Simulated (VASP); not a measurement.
# AlIn (P6/mmm) in VASP: relaxation of cell and atoms with PBE0

Aim: the relaxation of cell and atoms of AlIn with PBE0.

Everything below comes from runs of VASP 6.6.1. Logs are shortened: lines on timing, memory, paths and dates and some standing lists are left out, and cuts for length are marked.

## Step 1: The cell of the first run

The structure is hexagonal, space group P6/mmm (No. 191). Conventional cell: a = 3.054 Å, b = 3.054 Å, c = 5.828 Å, α = 90.00°, β = 90.00°, γ = 120.00°. Within 3.8 Å of Al (site symmetry 6/mmm) lie 2 In at 2.91 Å and 6 Al at 3.05 Å. Within 3.8 Å of In (site symmetry 6/mmm) lie 2 Al at 2.91 Å and 6 In at 3.05 Å.

## Step 2: Relaxation of cell and atoms, PBE0

Input file POSCAR:

```
AlIn
1.0
    3.0541300000      0.0000000000      0.0000000000
   -1.5270700000      2.6449600000      0.0000000000
    0.0000000000      0.0000000000      5.8280200000
Al In
1 1
Direct
    0.0000000000      0.0000000000      0.0000000000
    0.0000000000      0.0000000000      0.5000000000
```

Input file INCAR.step1:

```
ALGO = Normal
EDIFF = 1E-5
ENCUT = 600
GGA = PE
ISMEAR = -1
LASPH = T
LCHARG = F
LREAL = F
LWAVE = T
NBANDS = 15
NELM = 80
PREC = Accurate
SIGMA = 0.05
```

Input file INCAR.step2:

```
AEXX = 0.25
ALGO = Normal
EDIFF = 1E-6
EDIFFG = -0.01
ENCUT = 600
GGA = PE
IBRION = 2
ISIF = 3
ISMEAR = -1
ISTART = 1
LASPH = T
LCHARG = F
LHFCALC = T
LREAL = F
LWAVE = F
NELM = 80
NSW = 60
PREC = Accurate
PRECFOCK = Normal
SIGMA = 0.05
```

Input file KPOINTS:

```
k-points
0
Gamma
  5 5 3
```

Potentials or basis: VASP PAW PBE potentials, release 64 (Al, In_d).

Command:

```bash
$ cat potpaw_PBE.64/Al/POTCAR potpaw_PBE.64/In_d/POTCAR > POTCAR
$ cp INCAR.step1 INCAR
$ mpirun -np 1 vasp_std > vasp.out
$ cp INCAR.step2 INCAR
$ mpirun -np 1 vasp_std > vasp.out
```

OUTCAR:

```text
AEXX = 0.25
   EDIFF = 1E-6
   EDIFFG = -0.01
   ENCUT = 600
   GGA = PE
   IBRION = 2
   ISIF = 3
   ISMEAR = -1
   ISTART = 1
   LASPH = T
   LHFCALC = T
   LREAL = F
   NELM = 80
   NSW = 60
   PREC = Accurate
   PRECFOCK = Normal

 ion  position               nearest neighbor table
   1  0.000  0.000  0.000-   2 2.91   2 2.91
   2  0.000  0.000  0.500-   1 2.91   1 2.91

  LATTYP: Found a hexagonal cell.
 ALAT       =     3.0541300000
 C/A-ratio  =     1.9082422818

  Lattice vectors:

 A1 = (   3.0541300000,   0.0000000000,   0.0000000000)
 A2 = (  -1.5270700000,   2.6449600000,   0.0000000000)
 A3 = (   0.0000000000,   0.0000000000,   5.8280200000)

Analysis of symmetry for initial positions (statically):
=====================================================================
 Subroutine PRICEL returns:
 Original cell was already a primitive cell.

 Routine SETGRP: Setting up the symmetry group for a
 hexagonal supercell.

 Subroutine GETGRP returns: Found 24 space group operations
 (whereof 24 operations were pure point group operations)
 out of a pool of 24 trial point group operations.

The static configuration has the point symmetry D_6h.

Analysis of symmetry for dynamics (positions and initial velocities):
=====================================================================
 Subroutine PRICEL returns:
 Original cell was already a primitive cell.

 Routine SETGRP: Setting up the symmetry group for a
 hexagonal supercell.

 Subroutine GETGRP returns: Found 24 space group operations
 (whereof 24 operations were pure point group operations)
 out of a pool of 24 trial point group operations.

The dynamic configuration has the point symmetry D_6h.

 Subroutine INISYM returns: Found 24 space group operations
 (whereof 24 operations are pure point group operations),
 and found     1 'primitive' translations

----------------------------------------------------------------------------------------

                                     Primitive cell

  volume of cell :      47.0790

  direct lattice vectors                    reciprocal lattice vectors
     3.054130000  0.000000000  0.000000000     0.327425486  0.189039395  0.000000000
    -1.527070000  2.644960000  0.000000000     0.000000000  0.378077551  0.000000000
     0.000000000  0.000000000  5.828020000     0.000000000  0.000000000  0.171584861

  length of vectors
     3.054130000  3.054137552  5.828020000     0.378078486  0.378077551  0.171584861

  position of ions in fractional coordinates (direct lattice)
[... 80 lines left out ...]
   EFERMI_NEDOS =   21; number of points for ismear=-14 and -15
   IALGO  =     38    algorithm
   IMIX   =      1    mixing-type and parameters
     AMIX     =   0.40;   BMIX     =  1.00
     AMIX_MAG =   1.60;   BMIX_MAG =  1.00
  volume/ion in A,a.u.               =      23.54       158.85
  Fermi-wavevector in a.u.,A,eV,Ry     =   1.142455  2.158926 17.758357  1.305202
  Thomas-Fermi vector in A             =   2.279152
   LORBIT       =      0    0 simple, 1 ext, 2 COOP (PROOUT), +10 PAW based schemes
   GGA     = PE    functional components
   LHFCALC =     T    Hartree Fock is set to
   PRECFOCK=normal    Normal, Fast or Accurate (Low or Medium for compatibility)
   ENCUT4O =  -1.0   cutoff for four orbital integrals eV
   NKREDX  =     1    reduce k-point grid by
   NKREDY  =     1    reduce k-point grid by
   NKREDZ  =     1    reduce k-point grid by
   AEXX    =    0.2500 exact exchange contribution
   HFSCREEN=    0.0000 screening length (either q_TF or 0.3 A-1)
   HFSCREENC=   0.0000 screening length for correlation (either q_TF or 0.3 A-1)
   ENCUTFOCK=  -1.0 apply spherical cutoff to Coloumb kernel
   IVDW    =     0    specifies the selected vdW correction
   LEPSILON=     F    determine dielectric tensor
   LRPA    =     F    only Hartree local field effects (RPA)
 conjugate gradient relaxation of ions
 non-spin polarized calculation
  energy-cutoff  :      600.00
  volume of cell :       47.08
 maximum number of plane-waves:      1590
  NGX = 20; NGY = 20; NGZ = 36

--------------------------------------- Ionic step        1  -------------------------------------------

 number of electron      15.9999997 magnetization

 Free energy of the ion-electron system (eV)
  ---------------------------------------------------
  ext. energy  EPLUGINS =         0.00000000
  ---------------------------------------------------
  free energy    TOTEN  =        -7.28797257 eV

  energy without entropy =       -7.28797001  energy(sigma->0) =       -7.28797129

------------------------ aborting loop because EDIFF is reached ----------------------------------------

  FORCE on cell =-STRESS in cart. coord.  units (eV):
  Direction    XX          YY          ZZ          XY          YZ          ZX
  --------------------------------------------------------------------------------------
  -------------------------------------------------------------------------------------
  Total       -1.1753578     -1.1753630      0.0923076      0.0000022     -0.0000000      0.0000000
  in kB      -39.9993565    -39.9995329      3.1413807      0.0000756     -0.0000000      0.0000000
  external PRESSURE =     -25.6191696 kB  Pullay stress =       0.0000000 kB
[... 89 lines left out ...]
  FREE ENERGIE OF THE ION-ELECTRON SYSTEM (eV)
  ---------------------------------------------------
  free  energy   TOTEN  =        -7.3127103818 eV

  energy  without entropy=       -7.3127089990  energy(sigma->0) =       -7.31270969

[... ionic steps 4 to 7 ...]

--------------------------------------- Ionic step        8  -------------------------------------------

 number of electron      15.9999992 magnetization

------------------------ aborting loop because EDIFF is reached ----------------------------------------
[... 67 lines left out ...]
--------------------------------------- Ionic step       10  -------------------------------------------

 number of electron      15.9999993 magnetization

 Free energy of the ion-electron system (eV)
  ---------------------------------------------------
  ext. energy  EPLUGINS =         0.00000000
  ---------------------------------------------------
  free energy    TOTEN  =        -7.31309651 eV

  energy without entropy =       -7.31309511  energy(sigma->0) =       -7.31309581

 E-fermi :   6.7584     XC(G=0):  -7.9111

 val. band max:        6.1269113376   @ k =   0.2000   0.0000   0.3333
 cond. band min:       7.3556533970   @ k =   0.4000   0.2000   0.0000
 fundamental gap:      1.2287420595
 Fermi energy:         6.7584105475

 k-point     1 :       0.0000    0.0000    0.0000
  band No.  band energies     occupation
      1     -10.5060      2.00000
      2     -10.3345      2.00000
      3     -10.3345      2.00000
      4      -9.8551      2.00000
      5      -9.8551      2.00000
      6      -4.6946      2.00000
      7      -0.1248      2.00000
      8       1.7172      2.00000
      9      15.4039      0.00000
     10      17.2937      0.00000
     11      19.2081      0.00000
     12      19.2081      0.00000
[... 162 lines left out ...]
  FREE ENERGIE OF THE ION-ELECTRON SYSTEM (eV)
  ---------------------------------------------------
  free  energy   TOTEN  =        -7.3130965142 eV

  energy  without entropy=       -7.3130951142  energy(sigma->0) =       -7.31309581

 reached required accuracy - stopping structural energy minimisation
```

OUTCAR.step1:

```text
EDIFF = 1E-5
   ENCUT = 600
   GGA = PE
   ISMEAR = -1
   LASPH = T
   LREAL = F
[... 382 lines left out ...]
 -----------------------------------------------------------------------------------
      0.00000      0.00000      0.00000        -0.000000      0.000000      0.000000
      0.00000      0.00000      2.91401         0.000000      0.000000      0.000000
 -----------------------------------------------------------------------------------
    total drift:                                0.000000     -0.000000      0.000000

  FREE ENERGIE OF THE ION-ELECTRON SYSTEM (eV)
  ---------------------------------------------------
  free  energy   TOTEN  =        -5.9299356541 eV

  energy  without entropy=       -5.9279240567  energy(sigma->0) =       -5.92892986
```

OSZICAR.step1:

```text
N       E                     dE             d eps       ncg     rms          rms(c)
DAV:   1     0.938881341585E+02    0.93888E+02   -0.80914E+03   300   0.132E+03
DAV:   2    -0.963037101497E+00   -0.94851E+02   -0.89914E+02   321   0.288E+02
DAV:   3    -0.586782576520E+01   -0.49048E+01   -0.48773E+01   398   0.621E+01
DAV:   4    -0.599477417105E+01   -0.12695E+00   -0.12693E+00   351   0.105E+01
DAV:   5    -0.600134389010E+01   -0.65697E-02   -0.65696E-02   475   0.210E+00    0.329E+00
DAV:   6    -0.594256718732E+01    0.58777E-01   -0.94108E-02   391   0.535E+00    0.171E+00
DAV:   7    -0.593132838629E+01    0.11239E-01   -0.23746E-02   377   0.196E+00    0.358E-01
DAV:   8    -0.593014296119E+01    0.11854E-02   -0.11822E-03   384   0.332E-01    0.168E-01
DAV:   9    -0.592994002505E+01    0.20294E-03   -0.37710E-04   328   0.192E-01    0.260E-02
DAV:  10    -0.592993565414E+01    0.43709E-05   -0.20105E-05   368   0.457E-02
   1 F= -.59299357E+01 E0= -.59289299E+01  d E =-.201160E-02
```

Run time: 46 min. Hardware: 1 thread of Intel Xeon Platinum 8488C (Sapphire Rapids), shared host; peak memory 0.19 GiB.

What came out:

| Item | Value |
| --- | --- |
| Free energy | -7.3131 eV |
| Relaxed volume | 22.51 Å³/atom |
| Relaxed cell | a = 2.990 Å, b = 2.990 Å, c = 5.816 Å, α = 90.00°, β = 90.00°, γ = 120.00° |
| Space group after relaxing (to 0.1 Å) | P6/mmm (No. 191) |
| Energy gained by relaxing | 12.6 meV/atom |
| Ionic steps | 10 |
| Pressure after relaxing | 0.0 GPa |
| Band gap on the k mesh | zero (bands 8 and 9 overlap by 3.04 eV) |

Step by step:
| step | energy change (eV) | largest force (eV/Å) | pressure (GPa) | volume (Å³) |
| --- | --- | --- | --- | --- |
| 1 | 0.0000 | 0.0000 | -2.56 | 47.08 |
| 2 | -0.0209 | 0.0000 | 0.67 | 44.55 |
| 3 | -0.0247 | 0.0000 | -0.25 | 45.23 |
| 4 | -0.0247 | 0.0000 | -0.31 | 45.27 |
| 5 | -0.0251 | 0.0000 | -0.01 | 45.01 |
| 6 | -0.0251 | 0.0000 | -0.04 | 45.06 |
| 7 | -0.0251 | 0.0000 | -0.07 | 45.07 |
| 8 | -0.0251 | 0.0000 | -0.10 | 45.07 |
| 9 | -0.0251 | 0.0000 | -0.05 | 45.06 |
| 10 | -0.0251 | 0.0000 | -0.01 | 45.01 |

Final structure:
```xyz
2
Lattice="2.9895 0.0000 0.0000 -1.4948 2.5890 0.0000 0.0000 0.0000 5.8160" Properties=species:S:1:pos:R:3 pbc="T T T"
Al    0.0000    0.0000    5.8160
In    0.0000    0.0000    2.9080
```

Caveat: the k points lie up to 0.49 Å⁻¹ apart in the final cell, too coarse for converged energies and pressures of a metal; the PAW data sets were made with another functional, which shifts forces and pressure a little; spin-orbit coupling is left out, which moves the levels of the heavy elements.

The gap in the log of VASP goes by the Fermi energy; the results here count the filled bands.